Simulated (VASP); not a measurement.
# Nb (Im-3m) in VASP: further runs

The runs below take Nb through single point, with LDA.

Everything below comes from runs of VASP 6.6.1. Logs are shortened: lines on timing, memory, paths and dates and some standing lists are left out, and cuts for length are marked.

### Step 1. The cell of the first run

Symmetry: Im-3m, No. 229, cubic system. Conventional cell: a = 3.253 Å, b = 3.253 Å, c = 3.253 Å, α = 90.00°, β = 90.00°, γ = 90.00°. Nb (site symmetry m-3m) has 14 Nb at 2.82 to 3.25 Å within 3.7 Å.

### Step 2. Single point, LDA

File INCAR:

```
SYSTEM = Nb
PREC     = Accurate       ! precision mode
ENCUT    = 500            ! plane-wave cutoff, eV
EDIFF    = 1E-6           ! SCF threshold, eV
ISMEAR   = 0              ! smearing method
SIGMA    = 0.1            ! smearing width, eV
LREAL    = .False.        ! projectors in reciprocal space
LASPH    = .True.         ! aspherical terms in the spheres
NELM     = 120            ! most SCF steps
ALGO     = Normal         ! electronic algorithm
ISIF     = 2              ! what is computed and relaxed
LWAVE    = .False.        ! write WAVECAR
LCHARG   = .False.        ! write CHGCAR
NBANDS   = 12             ! bands
GGA_COMPAT= .False.
```

File KPOINTS:

```
Automatic mesh
0
Gamma
  8 8 8
  0 0 0
```

File POSCAR:

```
Nb
1.0
   -1.6267284754      1.6267284754      1.6267284754
    1.6267284754     -1.6267284754      1.6267284754
    1.6267284754      1.6267284754     -1.6267284754
Nb
1
Direct
    0.0000000000      0.0000000000      0.0000000000
```

Potentials or basis: VASP PAW LDA potentials, release 64 (Nb_sv).

Command:

```bash
$ cat potpaw_LDA.64/Nb_sv/POTCAR > POTCAR
$ mpirun -np 1 vasp_std > vasp.out
```

OUTCAR:

```text
SYSTEM = Nb
   PREC = Accurate
   ENCUT = 500
   EDIFF = 1E-6
   ISMEAR = 0
   LREAL = .False.
   LASPH = .True.
   NELM = 120
   ISIF = 2

 ion  position               nearest neighbor table
   1  0.000  0.000  0.000-

  LATTYP: Found a body centered cubic cell.
 ALAT       =     3.2534569508

  Lattice vectors:

 A1 = (  -1.6267284754,   1.6267284754,   1.6267284754)
 A2 = (   1.6267284754,  -1.6267284754,   1.6267284754)
 A3 = (   1.6267284754,   1.6267284754,  -1.6267284754)

Analysis of symmetry for initial positions (statically):
=====================================================================
 Subroutine PRICEL returns:
 Original cell was already a primitive cell.

 Routine SETGRP: Setting up the symmetry group for a
 body centered cubic supercell.

 Subroutine GETGRP returns: Found 48 space group operations
 (whereof 48 operations were pure point group operations)
 out of a pool of 48 trial point group operations.

The static configuration has the point symmetry O_h .

Analysis of symmetry for dynamics (positions and initial velocities):
=====================================================================
 Subroutine PRICEL returns:
 Original cell was already a primitive cell.

 Routine SETGRP: Setting up the symmetry group for a
 body centered cubic supercell.

 Subroutine GETGRP returns: Found 48 space group operations
 (whereof 48 operations were pure point group operations)
 out of a pool of 48 trial point group operations.

The dynamic configuration has the point symmetry O_h .

 Subroutine INISYM returns: Found 48 space group operations
 (whereof 48 operations are pure point group operations),
 and found     1 'primitive' translations

----------------------------------------------------------------------------------------

                                     Primitive cell

  volume of cell :      17.2189

  direct lattice vectors                    reciprocal lattice vectors
    -1.626728475  1.626728475  1.626728475     0.000000000  0.307365370  0.307365370
     1.626728475 -1.626728475  1.626728475     0.307365370  0.000000000  0.307365370
     1.626728475  1.626728475 -1.626728475     0.307365370  0.307365370  0.000000000

  length of vectors
     2.817576370  2.817576370  2.817576370     0.434680275  0.434680275  0.434680275

  position of ions in fractional coordinates (direct lattice)
     0.000000000  0.000000000  0.000000000

  ion indices of the primitive-cell ions
   primitive index   ion index
                 1           1
[... 80 lines left out ...]
   POTIM  = 0.5000    time-step for ionic-motion
   TEBEG  =    0.0;   TEEND  =   0.0 temperature during run
   PSTRESS=    0.0 pullay stress
   NELECT =      13.0000    total number of electrons
   NUPDOWN=      -1.0000    fix difference up-down
   EMIN   =  10.00;   EMAX   =-10.00  energy-range for DOS
   EFERMI =   0.00;   METHOD = LEGACY
   ISMEAR =     0;   SIGMA  =   0.10  broadening in eV -4-tet -1-fermi 0-gaus
   EFERMI_NEDOS =   21; number of points for ismear=-14 and -15
   IALGO  =     38    algorithm
   IMIX   =      4    mixing-type and parameters
     AMIX     =   0.40;   BMIX     =  1.00
     AMIX_MAG =   1.60;   BMIX_MAG =  1.00
  volume/ion in A,a.u.               =      17.22       116.20
  Fermi-wavevector in a.u.,A,eV,Ry     =   1.490691  2.816997 30.234306  2.222159
  Thomas-Fermi vector in A             =   2.603441
   LORBIT       =      0    0 simple, 1 ext, 2 COOP (PROOUT), +10 PAW based schemes
   GGA     = CA    functional components
   LHFCALC =     F    Hartree Fock is set to
   AEXX    =    0.0000 exact exchange contribution
   IVDW    =     0    specifies the selected vdW correction
   LEPSILON=     F    determine dielectric tensor
   LRPA    =     F    only Hartree local field effects (RPA)
 non-spin polarized calculation
 Gauss-broadening in eV      SIGMA  =   0.10
  energy-cutoff  :      500.00
  volume of cell :       17.22
 maximum number of plane-waves:       466
 NGX is ok and might be reduce to    24
   NGX = 11   NGY = 11   NGZ = 11

 number of electron      13.0000001 magnetization

 Free energy of the ion-electron system (eV)
  ---------------------------------------------------
  ext. energy  EPLUGINS =         0.00000000
  ---------------------------------------------------
  free energy    TOTEN  =       -11.27924107 eV

  energy without entropy =      -11.27209742  energy(sigma->0) =      -11.27566924

 E-fermi :  11.4927     XC(G=0): -12.9523

 val. band max:       11.4853499538   @ k =   0.3750   0.2500   0.0000
 cond. band min:      11.5056597960   @ k =   0.2500   0.0000   0.0000
 fundamental gap:      0.0203098421
 Fermi energy:        11.4927074040

 k-point     1 :       0.0000    0.0000    0.0000
  band No.  band energies     occupation
      1     -42.4185      2.00000
      2     -17.7598      2.00000
      3     -17.7598      2.00000
      4     -17.7598      2.00000
      5       5.6314      2.00000
      6      11.9354      0.00000
      7      11.9354      0.00000
      8      11.9354      0.00000
      9      14.9948      0.00000
     10      14.9948      0.00000
     11      25.9939      0.00000
     12      25.9939      0.00000
[... 331 lines left out ...]
 k-point    24 :      -0.3750    0.3750    0.2500
  band No.  band energies     occupation
      1     -42.0530      2.00000
      2     -18.9319      2.00000
      3     -18.4760      2.00000
      4     -18.3385      2.00000
      5       9.0963      2.00000
      6       9.6524      2.00000
      7      12.5880      0.00000
      8      13.3873      0.00000
      9      16.3102      0.00000
     10      17.7842      0.00000
     11      26.0093      0.00000
     12      27.9461      0.00000

 [... further k-points ...]

------------------------ aborting loop because EDIFF is reached ----------------------------------------

  FORCE on cell =-STRESS in cart. coord.  units (eV):
  Direction    XX          YY          ZZ          XY          YZ          ZX
  --------------------------------------------------------------------------------------
  -------------------------------------------------------------------------------------
  Total       -0.0274253     -0.0274253     -0.0274253     -0.0000000     -0.0000000      0.0000000
  in kB       -2.5518566     -2.5518566     -2.5518566     -0.0000000     -0.0000000      0.0000000
  external PRESSURE =      -2.5518566 kB  Pullay stress =       0.0000000 kB

 VOLUME and BASIS-vectors are now :
 -----------------------------------------------------------------------------
  energy-cutoff  :      500.00
  volume of cell :       17.22
      direct lattice vectors                 reciprocal lattice vectors
    -1.626728475  1.626728475  1.626728475     0.000000000  0.307365370  0.307365370
     1.626728475 -1.626728475  1.626728475     0.307365370  0.000000000  0.307365370
     1.626728475  1.626728475 -1.626728475     0.307365370  0.307365370  0.000000000

 POSITION                                       TOTAL-FORCE (eV/Angst)
 -----------------------------------------------------------------------------------
      0.00000      0.00000      0.00000         0.000000     -0.000000      0.000000
 -----------------------------------------------------------------------------------
    total drift:                                0.000000      0.000000      0.000000

  FREE ENERGIE OF THE ION-ELECTRON SYSTEM (eV)
  ---------------------------------------------------
  free  energy   TOTEN  =       -11.2792410670 eV

  energy  without entropy=      -11.2720974206  energy(sigma->0) =      -11.27566924
```

Wall time 3.9 s (1 thread of Intel Xeon 8259CL, shared host); peak memory 0.13 GiB.

Results:

```yaml
Free_energy: -11.2792 eV
Pressure: -0.3 GPa
Band_gap_on_the_k_mesh: zero (an odd number of electrons rules out a gap without spin polarisation)
```

### Step 3. Single point, LDA

This run uses another cell than the first one, of 17.13 Å³/atom.

File INCAR:

```
SYSTEM = Nb
PREC     = Accurate       ! precision mode
ENCUT    = 500            ! plane-wave cutoff, eV
EDIFF    = 1E-6           ! SCF threshold, eV
ISMEAR   = 0              ! smearing method
SIGMA    = 0.1            ! smearing width, eV
LREAL    = .FALSE.        ! projectors in reciprocal space
LASPH    = .TRUE.         ! aspherical terms in the spheres
NELM     = 120            ! most SCF steps
ALGO     = Normal         ! electronic algorithm
ISIF     = 2              ! what is computed and relaxed
LWAVE    = .FALSE.        ! write WAVECAR
LCHARG   = .TRUE.         ! write CHGCAR
GGA      = CA             ! functional
LELF     = .TRUE.         ! ELF
LVHAR    = .TRUE.       
ISYM     = 0            
NBANDS   = 12             ! bands
GGA_COMPAT= .FALSE.
```

File KPOINTS:

```
regular mesh
0
G
  13 13 15
  0 0 0
```

File POSCAR:

```
Nb
1.0
    2.8125642297      0.0000000000      0.0000000000
   -0.9375214099      2.6517109858      0.0000000000
    0.9375214099      1.3258554929      2.2964490772
Nb
1
Direct
    0.0000000000      0.0000000000      0.0000000000
```

Potentials or basis: VASP PAW LDA potentials, release 64 (Nb_sv).

Command:

```bash
$ cat potpaw_LDA.64/Nb_sv/POTCAR > POTCAR
$ mpirun -np 1 vasp_std > vasp.out
```

OUTCAR:

```text
SYSTEM = Nb
   PREC = Accurate
   ENCUT = 500
   EDIFF = 1E-6
   ISMEAR = 0
   LREAL = .FALSE.
   LASPH = .TRUE.
   NELM = 120
   ISIF = 2
   GGA = CA
   ISYM = 0

 ion  position               nearest neighbor table
   1  0.000  0.000  0.000-

IMPORTANT INFORMATION: All symmetrisations will be switched off!
NOSYMM: (Re-)initialisation of all symmetry stuff for point group C_1.

----------------------------------------------------------------------------------------

                                     Primitive cell

  volume of cell :      17.1272

  direct lattice vectors                    reciprocal lattice vectors
     2.812564230  0.000000000  0.000000000     0.355547436  0.125705001 -0.217727449
    -0.937521410  2.651710986  0.000000000     0.000000000  0.377115004 -0.217727449
     0.937521410  1.325855493  2.296449077     0.000000000  0.000000000  0.435454899

  length of vectors
     2.812564230  2.812564230  2.812564230     0.435454899  0.435454899  0.435454899

  position of ions in fractional coordinates (direct lattice)
     0.000000000  0.000000000  0.000000000

  ion indices of the primitive-cell ions
   primitive index   ion index
                 1           1

----------------------------------------------------------------------------------------

 KPOINTS: regular mesh

Automatic generation of k-mesh.
 Grid dimensions read from file:
 generate k-points for:   13   13   15

 Generating k-lattice:

  Cartesian coordinates                     Fractional coordinates (reciprocal lattice)
     0.027349803  0.009669615 -0.016748265     0.076923077 -0.000000000  0.000000000
     0.000000000  0.029008846 -0.016748265     0.000000000  0.076923077  0.000000000
     0.000000000  0.000000000  0.029030327     0.000000000  0.000000000  0.066666667

  Length of vectors
     0.033496531  0.033496531  0.029030327

  Shift w.r.t. Gamma in fractional coordinates (k-lattice)
     0.000000000  0.000000000  0.000000000

[... 97 lines left out ...]
   GGA     = CA    functional components
   LHFCALC =     F    Hartree Fock is set to
   AEXX    =    0.0000 exact exchange contribution
   IVDW    =     0    specifies the selected vdW correction
   LEPSILON=     F    determine dielectric tensor
   LRPA    =     F    only Hartree local field effects (RPA)
 non-spin polarized calculation
 Gauss-broadening in eV      SIGMA  =   0.10
  energy-cutoff  :      500.00
  volume of cell :       17.13
 maximum number of plane-waves:       450
 NGX is ok and might be reduce to    24
   NGX = 11   NGY = 11   NGZ = 11

 number of electron      13.0000001 magnetization

 Free energy of the ion-electron system (eV)
  ---------------------------------------------------
  ext. energy  EPLUGINS =         0.00000000
  ---------------------------------------------------
  free energy    TOTEN  =       -11.26362260 eV

  energy without entropy =      -11.25694382  energy(sigma->0) =      -11.26028321

 E-fermi :  11.7025     XC(G=0): -12.9761

 val. band max:       11.7004964191   @ k =   0.0000  -0.0769   0.0667
 cond. band min:      11.7044853648   @ k =   0.3077   0.0769   0.0667
 fundamental gap:      0.0039889457
 Fermi energy:        11.7025390774

 k-point     1 :       0.0000    0.0000    0.0000
  band No.  band energies     occupation
      1     -42.3015      2.00000
      2     -17.6329      2.00000
      3     -17.6315      2.00000
      4     -17.6288      2.00000
      5       5.7044      2.00000
      6      12.0291      0.00000
      7      12.0324      0.00000
      8      12.0349      0.00000
      9      15.1063      0.00000
     10      15.1066      0.00000
     11      26.0847      0.00000
     12      26.0856      0.00000
[... 331 lines left out ...]
 k-point    24 :       0.2308    0.1538    0.0000
  band No.  band energies     occupation
      1     -42.0680      2.00000
      2     -18.7806      2.00000
      3     -18.0412      2.00000
      4     -17.7428      2.00000
      5       8.6384      2.00000
      6      10.4670      2.00000
      7      11.1790      2.00000
      8      14.3567      0.00000
      9      15.8469      0.00000
     10      16.7883      0.00000
     11      25.9424      0.00000
     12      27.4557      0.00000

 [... further k-points ...]

------------------------ aborting loop because EDIFF is reached ----------------------------------------

  FORCE on cell =-STRESS in cart. coord.  units (eV):
  Direction    XX          YY          ZZ          XY          YZ          ZX
  --------------------------------------------------------------------------------------
  -------------------------------------------------------------------------------------
  Total       -0.0684992     -0.0449658      0.0102421      0.0332868      0.0165754      0.0117211
  in kB       -6.4078280     -4.2063680      0.9581032      3.1138472      1.5505585      1.0964577
  external PRESSURE =      -3.2186976 kB  Pullay stress =       0.0000000 kB

 VOLUME and BASIS-vectors are now :
 -----------------------------------------------------------------------------
  energy-cutoff  :      500.00
  volume of cell :       17.13
      direct lattice vectors                 reciprocal lattice vectors
     2.812564230  0.000000000  0.000000000     0.355547436  0.125705001 -0.217727449
    -0.937521410  2.651710986  0.000000000     0.000000000  0.377115004 -0.217727449
     0.937521410  1.325855493  2.296449077     0.000000000  0.000000000  0.435454899

 POSITION                                       TOTAL-FORCE (eV/Angst)
 -----------------------------------------------------------------------------------
      0.00000      0.00000      0.00000        -0.000001      0.000003     -0.000001
 -----------------------------------------------------------------------------------
    total drift:                               -0.000001      0.000003     -0.000001

  FREE ENERGIE OF THE ION-ELECTRON SYSTEM (eV)
  ---------------------------------------------------
  free  energy   TOTEN  =       -11.2636225985 eV

  energy  without entropy=      -11.2569438202  energy(sigma->0) =      -11.26028321
```

stdout:

```text
POSCAR found type information on POSCAR Nb
 POSCAR found :  1 types and       1 ions
 scaLAPACK will be used
 LDA part: xc-table for (Slater(with rela. corr.)+CA(PZ))
 , standard interpolation
 -----------------------------------------------------------------------------
|                                                                             |
|           W    W    AA    RRRRR   N    N  II  N    N   GGGG   !!!           |
|           W    W   A  A   R    R  NN   N  II  NN   N  G    G  !!!           |
|           W    W  A    A  R    R  N N  N  II  N N  N  G       !!!           |
|           W WW W  AAAAAA  RRRRR   N  N N  II  N  N N  G  GGG   !            |
|           WW  WW  A    A  R   R   N   NN  II  N   NN  G    G                |
|           W    W  A    A  R    R  N    N  II  N    N   GGGG   !!!           |
|                                                                             |
|     Your reciprocal lattice and k-lattice belong to different lattice       |
|     classes:                                                                |
|                                                                             |
|        The reciprocal lattice is face-centered cubic,                       |
|        whereas your k-lattice is base-centered monoclinic.                  |
|                                                                             |
|     Results are often still useful ...                                      |
|                                                                             |
 -----------------------------------------------------------------------------

 POSCAR, INCAR and KPOINTS ok, starting setup
 FFT: planning ... GRIDC
 FFT: planning ... GRID_SOFT
 FFT: planning ... GRID
 WAVECAR not read
 entering main loop
```

It took 2.1 min on 1 thread of Intel Xeon 8259CL, shared host; peak memory 0.33 GiB.

Results:

| Item | Value |
| --- | --- |
| Free energy | -11.2636 eV |
| Pressure | -0.3 GPa |
| Band gap on the k mesh | zero (an odd number of electrons rules out a gap without spin polarisation) |

The gap in the log of VASP goes by the Fermi energy; the results here count the filled bands.